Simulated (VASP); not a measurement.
# TaN in VASP: notebook

TaN is run at these levels: PBEsol; tasks: electric field gradients.

All numbers are computed with VASP 6.6.1; they aren't measurements. Logs are shortened: lines on timing, memory, paths and dates and some standing lists are left out, and cuts for length are marked.

## Step 1: The cell of the first run

Symmetry: R-3m, No. 166, trigonal system. Conventional cell: a = 3.097 Å, b = 3.097 Å, c = 7.473 Å, α = 90.00°, β = 90.00°, γ = 120.00°. Ta (site symmetry -3m) has 6 N at 2.18 Å within 2.9 Å. Within 2.9 Å of N (site symmetry -3m) lie 6 Ta at 2.18 Å.

## Step 2: Electric field gradients, PBEsol (equal xy, yz and zx shear strains of -1 %)

INCAR

```
PREC = Accurate
ENCUT = 520
EDIFF = 1E-8
ISMEAR = -1
SIGMA = 0.02
LREAL = F
LASPH = T
NELM = 120
ALGO = Normal
ISIF = 2
LWAVE = F
LCHARG = F
GGA = PS
LEFG = T
NBANDS = 16
GGA_COMPAT = F
```

KPOINTS

```
regular mesh
0
Gamma
  9 9 9
```

POSCAR

```
TaN
1.0
   -0.0217900000      2.1681050000      2.1681050000
    2.1681050000     -0.0217900000      2.1681050000
    2.1681050000      2.1681050000     -0.0217900000
Ta N
1 1
Direct
    0.5000000000      0.5000000000      0.5000000000
    0.0000000000      0.0000000000      0.0000000000
```

Potentials or basis: VASP PAW PBE potentials, release 64 (Ta_sv_GW, N).

Run with:

```console
cat potpaw_PBE.64/Ta_sv_GW/POTCAR potpaw_PBE.64/N/POTCAR > POTCAR
mpirun -np 1 vasp_std > vasp.out
```

OUTCAR:

```text
PREC = Accurate
   ENCUT = 520
   EDIFF = 1E-8
   ISMEAR = -1
   LREAL = F
   LASPH = T
   NELM = 120
   ISIF = 2
   GGA = PS

 ion  position               nearest neighbor table
   1  0.500  0.500  0.500-   2 2.18   2 2.18   2 2.18   2 2.18   2 2.18   2 2.18
   2  0.000  0.000  0.000-   1 2.18   1 2.18   1 2.18   1 2.18   1 2.18   1 2.18

  LATTYP: Found a trigonal (rhomboedric) cell.
 ALAT       =     3.0662409211
 COS(alpha) =     0.4899250057

  Lattice vectors:

 A1 = (  -0.0217900000,   2.1681050000,   2.1681050000)
 A2 = (   2.1681050000,  -0.0217900000,   2.1681050000)
 A3 = (   2.1681050000,   2.1681050000,  -0.0217900000)

Analysis of symmetry for initial positions (statically):
=====================================================================
 Subroutine PRICEL returns:
 Original cell was already a primitive cell.

 Routine SETGRP: Setting up the symmetry group for a
 trigonal (rhombohedral) supercell.

 Subroutine GETGRP returns: Found 12 space group operations
 (whereof 12 operations were pure point group operations)
 out of a pool of 12 trial point group operations.

The static configuration has the point symmetry D_3d.

Analysis of symmetry for dynamics (positions and initial velocities):
=====================================================================
 Subroutine PRICEL returns:
 Original cell was already a primitive cell.

 Routine SETGRP: Setting up the symmetry group for a
 trigonal (rhombohedral) supercell.

 Subroutine GETGRP returns: Found 12 space group operations
 (whereof 12 operations were pure point group operations)
 out of a pool of 12 trial point group operations.

The dynamic configuration has the point symmetry D_3d.

 Subroutine INISYM returns: Found 12 space group operations
 (whereof 12 operations are pure point group operations),
 and found     1 'primitive' translations

----------------------------------------------------------------------------------------

                                     Primitive cell

  volume of cell :      20.6904

  direct lattice vectors                    reciprocal lattice vectors
    -0.021790000  2.168105000  2.168105000    -0.227168311  0.229474588  0.229474588
     2.168105000 -0.021790000  2.168105000     0.229474588 -0.227168311  0.229474588
     2.168105000  2.168105000 -0.021790000     0.229474588  0.229474588 -0.227168311

  length of vectors
     3.066240921  3.066240921  3.066240921     0.396134591  0.396134591  0.396134591

  position of ions in fractional coordinates (direct lattice)
     0.500000000  0.500000000  0.500000000
     0.000000000  0.000000000  0.000000000

  ion indices of the primitive-cell ions
   primitive index   ion index
                 1           1
                 2           2

----------------------------------------------------------------------------------------

 KPOINTS: regular mesh

Automatic generation of k-mesh.
 Grid dimensions read from file:
 generate k-points for:    9    9    9

 Generating k-lattice:

  Cartesian coordinates                     Fractional coordinates (reciprocal lattice)
    -0.025240923  0.025497176  0.025497176     0.111111111  0.000000000 -0.000000000
     0.025497176 -0.025240923  0.025497176     0.000000000  0.111111111 -0.000000000
     0.025497176  0.025497176 -0.025240923     0.000000000  0.000000000  0.111111111

  Length of vectors
     0.044014955  0.044014955  0.044014955

  Shift w.r.t. Gamma in fractional coordinates (k-lattice)
     0.000000000  0.000000000  0.000000000

 Subroutine IBZKPT returns following result:
 ===========================================

 Found     85 irreducible k-points:

 Following reciprocal coordinates:
            Coordinates               Weight
  0.000000  0.000000  0.000000      1.000000
  0.111111  0.000000  0.000000      6.000000
  0.222222 -0.000000 -0.000000      6.000000
  0.333333 -0.000000 -0.000000      6.000000
  0.444444 -0.000000 -0.000000      6.000000
  0.111111  0.111111 -0.000000      6.000000
[... 16 lines left out ...]
 -0.333333  0.333333  0.000000      6.000000
  0.444444  0.444444 -0.000000      6.000000
 [... further k-points ...]
   k-points           NKPTS =     85   k-points in BZ     NKDIM =     85   number of bands    NBANDS=     16
   number of dos      NEDOS =    301   number of ions     NIONS =      2
   total plane-waves  NPLWV =  13824
   dimension x,y,z NGX =    24 NGY =   24 NGZ =   24
   dimension x,y,z NGXF=    48 NGYF=   48 NGZF=   48
   ions per type =               1   1
   NGX,Y,Z   is equivalent  to a cutoff of  13.01, 13.01, 13.01 a.u.
   NGXF,Y,Z  is equivalent  to a cutoff of  26.02, 26.02, 26.02 a.u.
 SYSTEM =  unknown system
   PREC   = accura    normal or accurate (medium, high low for compatibility)
   ISTART =      0    job   : 0-new  1-cont  2-samecut
   ICHARG =      2    charge: 1-file 2-atom 10-const
   ISPIN  =      1    spin polarized calculation?
   LNONCOLLINEAR =      F non collinear calculations
   LSORBIT =      F    spin-orbit coupling
   LASPH  =      T    aspherical Exc in radial PAW
   ENCUT  =  520.0 eV  38.22 Ry    6.18 a.u.   5.70  5.70  5.70*2*pi/ulx,y,z
   NELM   =    120;   NELMIN=  2; NELMDL= -5     # of ELM steps
   EDIFF  = 0.1E-07   stopping-criterion for ELM
   LREAL  =      F    real-space projection
   EDIFFG = 0.1E-06   stopping-criterion for IOM
   NSW    =      0    number of steps for IOM
   IBRION =     -1    ionic relax: 0-MD 1-quasi-New 2-CG
   NFREE  =      0    steps in history (QN), initial steepest desc. (CG)
   ISIF   =      2    stress and relaxation
   ISYM   =      2    0-nonsym 1-usesym 2-fastsym
   POTIM  = 0.5000    time-step for ionic-motion
   TEBEG  =    0.0;   TEEND  =   0.0 temperature during run
   PSTRESS=    0.0 pullay stress
   NELECT =      18.0000    total number of electrons
   NUPDOWN=      -1.0000    fix difference up-down
   EMIN   =  10.00;   EMAX   =-10.00  energy-range for DOS
   EFERMI =   0.00;   METHOD = LEGACY
   ISMEAR =    -1;   SIGMA  =   0.02  broadening in eV -4-tet -1-fermi 0-gaus
   EFERMI_NEDOS =   21; number of points for ismear=-14 and -15
   IALGO  =     38    algorithm
   IMIX   =      4    mixing-type and parameters
     AMIX     =   0.40;   BMIX     =  1.00
     AMIX_MAG =   1.60;   BMIX_MAG =  1.00
  volume/ion in A,a.u.               =      10.35        69.81
  Fermi-wavevector in a.u.,A,eV,Ry     =   1.562821  2.953304 33.231013  2.442411
  Thomas-Fermi vector in A             =   2.665683
   LORBIT       =      0    0 simple, 1 ext, 2 COOP (PROOUT), +10 PAW based schemes
   GGA     = PS    functional components
   LHFCALC =     F    Hartree Fock is set to
   AEXX    =    0.0000 exact exchange contribution
   IVDW    =     0    specifies the selected vdW correction
   LEPSILON=     F    determine dielectric tensor
   LRPA    =     F    only Hartree local field effects (RPA)
 non-spin polarized calculation
  energy-cutoff  :      520.00
  volume of cell :       20.69
 maximum number of plane-waves:       566
   NGX = 11   NGY = 11   NGZ = 11

 number of electron      18.0000001 magnetization

 Free energy of the ion-electron system (eV)
  ---------------------------------------------------
  ext. energy  EPLUGINS =         0.00000000
  ---------------------------------------------------
  free energy    TOTEN  =       -25.75235898 eV

  energy without entropy =      -25.75085043  energy(sigma->0) =      -25.75160470

 E-fermi :  13.9486     XC(G=0): -14.1196

 val. band max:       13.9432167608   @ k =   0.4444   0.2222   0.2222
 cond. band min:      13.9487004821   @ k =  -0.1111   0.1111   0.1111
 fundamental gap:      0.0054837213
 Fermi energy:        13.9486167788

 k-point     1 :       0.0000    0.0000    0.0000
  band No.  band energies     occupation
      1     -55.3831      2.00000
      2     -21.5750      2.00000
      3     -21.5750      2.00000
      4     -21.5441      2.00000
      5      -4.9460      2.00000
      6      10.1666      2.00000
[... 8 lines left out ...]
     15      23.2098      0.00000
     16      38.6905      0.00000

 k-point     2 :       0.1111    0.0000    0.0000
  band No.  band energies     occupation
      1     -55.3758      2.00000
      2     -21.6918      2.00000
      3     -21.5847      2.00000
      4     -21.5585      2.00000
      5      -4.6349      2.00000
      6       8.8334      2.00000
[... 8 lines left out ...]
     15      24.1117      0.00000
     16      35.2404      0.00000
[... 387 lines left out ...]
      5      -2.6793      2.00000
      6       5.3778      2.00000
[... 8 lines left out ...]
     15      25.3907      0.00000
     16      25.4289      0.00000

 k-point    24 :       0.4444    0.4444   -0.0000
  band No.  band energies     occupation
      1     -55.3001      2.00000
      2     -22.3543      2.00000
      3     -21.8868      2.00000
      4     -21.8559      2.00000
      5      -3.6329      2.00000
      6       7.1291      2.00000
[... 8 lines left out ...]
     15      23.3978      0.00000
     16      30.1684      0.00000

 [... further k-points ...]
[... 5 lines left out ...]
  --------------------------------------------------------------------------------------
  -------------------------------------------------------------------------------------
  Total        0.5456431      0.5456431      0.5456431      0.0744066      0.0744066      0.0744066
  in kB       42.2522893     42.2522893     42.2522893      5.7617290      5.7617290      5.7617290
  external PRESSURE =      42.2522893 kB  Pullay stress =       0.0000000 kB

 VOLUME and BASIS-vectors are now :
 -----------------------------------------------------------------------------
  energy-cutoff  :      520.00
  volume of cell :       20.69
      direct lattice vectors                 reciprocal lattice vectors
    -0.021790000  2.168105000  2.168105000    -0.227168311  0.229474588  0.229474588
     2.168105000 -0.021790000  2.168105000     0.229474588 -0.227168311  0.229474588
     2.168105000  2.168105000 -0.021790000     0.229474588  0.229474588 -0.227168311

 POSITION                                       TOTAL-FORCE (eV/Angst)
 -----------------------------------------------------------------------------------
      2.15721      2.15721      2.15721         0.000000     -0.000000      0.000000
      0.00000      0.00000      0.00000        -0.000000      0.000000     -0.000000
 -----------------------------------------------------------------------------------
    total drift:                                0.000000     -0.000000      0.000000

  FREE ENERGIE OF THE ION-ELECTRON SYSTEM (eV)
  ---------------------------------------------------
  free  energy   TOTEN  =       -25.7523589773 eV

  energy  without entropy=      -25.7508504261  energy(sigma->0) =      -25.75160470

 Electric field gradients (V/A^2)
---------------------------------------------------------------------
 ion       V_xx      V_yy      V_zz      V_xy      V_xz      V_yz
---------------------------------------------------------------------
   1       0.000    -0.000     0.000     0.757     0.757     0.757
   2      -0.000     0.000     0.000    -0.411    -0.411    -0.411
---------------------------------------------------------------------

 Electric field gradients after diagonalization (V/A^2)
 (convention: |V_zz| > |V_xx| > |V_yy|)
----------------------------------------------------------------------
 ion       V_xx      V_yy      V_zz     asymmetry (V_yy - V_xx)/ V_zz
----------------------------------------------------------------------
   1      -0.757    -0.757     1.514       0.000
   2       0.411     0.411    -0.823       0.000
----------------------------------------------------------------------

           NMR quadrupolar parameters

 Cq : quadrupolar parameter    Cq=e*Q*V_zz/h
 eta: asymmetry parameters     (V_yy - V_xx)/ V_zz
 Q  : nuclear electric quadrupole moment in mb (millibarn)
----------------------------------------------------------------------
 ion       Cq(MHz)       eta       Q (mb)
----------------------------------------------------------------------
   1       0.004       0.000       1.000
   2      -0.002       0.000       1.000
----------------------------------------------------------------------
```

It used 42 s of CPU time on 1 thread of AMD EPYC 7R13 Processor (Zen 3), on a shared host.

What came out:

```
Free energy            : -25.7524 eV
Pressure               : 4.2 GPa
Band gap on the k mesh : zero (band 9 reaches 15.71 eV, above the bottom of band 10 at 11.79 eV)
```

Stress tensor (GPa, compression positive):
```
4.23 0.58 0.58
0.58 4.23 0.58
0.58 0.58 4.23
```

Electric field gradients, principal values (V/Å²):
| atom | least | middle | greatest (by size) |
| --- | --- | --- | --- |
| 1 Ta | -0.757 | -0.757 | 1.514 |
| 2 N | 0.411 | 0.411 | -0.823 |

Caveat: the cell differs from its parent crystal (equal xy, yz and zx shear strains of -1 %); without QUAD_EFG the Cq values of the log hold for a quadrupole moment of 1 mb, not for the nuclei; the PAW data sets were made with another functional, which shifts forces and pressure a little; spin-orbit coupling is left out, which moves the levels of the heavy elements.

[end of part 1 of 2]
